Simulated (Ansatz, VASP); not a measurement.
## Ge in VASP and in Ansatz

Contents of POSCAR:

```
Ge
1.0
    0.0000000000      2.8800000000      2.8800000000
    2.8800000000      0.0000000000      2.8800000000
    2.8800000000      2.8800000000      0.0000000000
Ge
2
Direct
    0.0060140653      0.0060140653      0.0060140653
    0.2500000000      0.2500000000      0.2500000000
```

The input INCAR.step1:

```
  ALGO = Normal
  EDIFF = 1E-5
  ENCUT = 520
  GGA = PE
  ISIF = 2
  ISMEAR = -1
  LASPH = T
  LCHARG = F
  LREAL = F
  LWAVE = T
  NBANDS = 21
  NELM = 60
  PREC = Accurate
  SIGMA = 0.05
```

Contents of INCAR.step2:

```
  ALGO = Normal
  EDIFF = 1E-6
  ENCUT = 520
  GGA = PE
  HFSCREEN = 0.2079
  ISIF = 2
  ISMEAR = -1
  ISTART = 1
  LASPH = T
  LCHARG = F
  LHFCALC = T
  LREAL = F
  LWAVE = F
  NBANDS = 21
  NELM = 60
  PREC = Accurate
  PRECFOCK = Normal
  SIGMA = 0.05
```

Contents of KPOINTS:

```
k-points
0
Gamma
  4 4 4
```

Input for Ansatz:

```yaml
crystal:
  lattice:
    - [0.0, 2.88, 2.88]
    - [2.88, 0.0, 2.88]
    - [2.88, 2.88, 0.0]
  atoms:
    - { symbol: Ge, position: [0.0060140653, 0.0060140653, 0.0060140653] }
    - { symbol: Ge, position: [0.25, 0.25, 0.25] }
kpoints:
  mp_grid: { grid: [4, 4, 4] }
hamiltonian:
  xc: hse06
  pseudopotentials: { kind: paw }
scf:
  occupations: { method: fermi_dirac, width: 0.05 }
output:
  forces: true
  stress: true
  eigenvalues: true
basis:
  ecutwfc: 560
```

Alike in both runs: task single point; functional HSE06; k mesh 4 × 4 × 4; occupations fermi-dirac, width 0.05 eV; no spin polarisation.

|  | VASP | Ansatz |
| --- | --- | --- |
| version | VASP 6.6.1 | Ansatz 0.2.0 development build |
| potentials or method | VASP PAW PBE potentials, release 64 (Ge_d), cutoff 520 eV | plane waves, PAW datasets (generated soft set 1) |
| valence electrons in the cell | 28 | 28 |

```tsv
	VASP	Ansatz	Ansatz less VASP
gap on the k mesh at the Fermi level (eV)	0.22	0.20	-0.012
rms of the force components (eV/Å)	0.436	0.435	-0.0003
```

Atom by atom the forces differ by 0.000 eV/Å (rms over components). Ansatz's warnings: stress exchange threshold loose, stress scf threshold loose.

The k mesh is coarse, so the values compare programs but aren't converged.
